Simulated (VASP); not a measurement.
Pt: single point with PBE

Pt:

```
Pt
1.0
     4.41133    0.00000    0.00000
    -2.20566    3.82032    0.00000
     0.00000    0.00000    2.62481
Pt
3
Direct
  0.00000 0.00000 0.00000
  0.33333 0.66667 0.50000
  0.66667 0.33333 0.50000
```

This isn't the form of Pt at room conditions, which is fcc.

```
Program                : VASP 6.6.1
Task                   : single point
Functional             : PBE
Potentials or basis    : VASP PAW PBE potentials, release 64 (Pt)
Cutoff                 : 520 eV
k mesh                 : 11 × 11 × 15
Occupations            : fermi-dirac, width 0.05 eV
Spin                   : collinear spin
Starting moments       : [1.0, 1.0, 1.0] μB
Dipole correction      : no
Further INCAR settings : ALGO = Normal; EDIFF = 1e-06; NBANDS = 26
```

```
Pressure                                              : 23.8 GPa
Band gap on the k mesh                                : zero (filled and empty bands overlap)
Net moment                                            : 0.00 μB per cell
Valence electrons inside the program's atomic spheres : Pt 9.31, 9.46 (each value once)
```

Stress tensor (GPa, compression positive):
```
23.66  0.00  0.00
 0.00 23.66  0.00
 0.00  0.00 24.09
```

Levels at points of the mesh, in eV from the Fermi level:
Spin up:
```csv
k point,band 13,band 14,band 15,band 16,band 17,band 18
"(0.00, 0.00, 0.00)",-2.03,-2.03,0.39,0.39,5.33,6.31
```
Spin down:
| k point | band 11 | band 12 | band 13 | band 14 | band 15 | band 16 | band 17 | band 18 | band 19 | band 20 |
| --- | --- | --- | --- | --- | --- | --- | --- | --- | --- | --- |
| (0.00, 0.00, 0.00) | -2.16 | -2.16 | -2.03 | -2.03 | 0.39 | 0.39 | 5.33 | 6.31 | 7.66 | 7.66 |

Wall time 110 s on 1 thread of Intel(R) Xeon(R) 6975P-C (Granite Rapids), on a shared host, peak memory 0.32 GiB.

Caveat: the cell stands under pressure; spin-orbit coupling is left out, which moves the levels of the heavy elements.
